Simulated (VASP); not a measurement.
Runs of VASP 6.6.1 on CuO. It takes space group Cc (No. 9, monoclinic). The conventional cell has a = 4.689 Å, b = 3.427 Å, c = 5.132 Å, α = 90.00°, β = 99.65°, γ = 90.00°. Cu (site symmetry 1) has 4 O at 1.91 to 2.02 Å within 2.5 Å. O (site symmetry 1) has 4 Cu at 1.91 to 2.02 Å within 2.5 Å. 

| potentials or basis | spin | fixed moment (μB) | cutoff (eV) | gap on the mesh (eV) | pressure (GPa) | moment (μB) | largest force (eV/Å) |
| --- | --- | --- | --- | --- | --- | --- | --- |
| VASP PAW LDA potentials, release 64 (Cu_sv_GW, O) | collinear | - | 700 | 1.67 | -11.2 | 0.00 | 0.74 |
| VASP PAW LDA potentials, release 64 (Cu, O) | off | - | 520 | (a) | -15.2 | - | 0.69 |
| VASP PAW LDA potentials, release 64 (Cu, O) | collinear, ferromagnetic start | 1.5 | 520 | - | -14.1 | 1.50 | 0.69 |
| VASP PAW LDA potentials, release 64 (Cu, O) | collinear, zero start | 0.0 | 520 | - | -15.2 | 0.00 | 0.69 |
| VASP PAW LDA potentials, release 64 (Cu, O) | collinear, ferromagnetic start | - | 520 | 0.91 | -13.8 | 2.00 | 0.67 |
| VASP PAW LDA potentials, release 64 (Cu, O) | collinear | - | 520 | 0.91 | -13.8 | 2.00 | 0.67 |

Alike in all rows: task single point; level LDA+U; Cu d U = 8.0 eV; cell as given; k mesh 7 × 7 × 4; smearing gaussian 0.05 eV.

Q: Fill in the values left out.

A: (a) none.

Caveats: the cell stands under tension; an odd mesh through Γ misses points on the zone boundary, where band edges can lie (at least some runs); the total moment is fixed, so each spin has its own Fermi level (at least some runs); U without spin polarisation on a metal has little footing (at least some runs).

The runs don't all hold the same shells in valence.
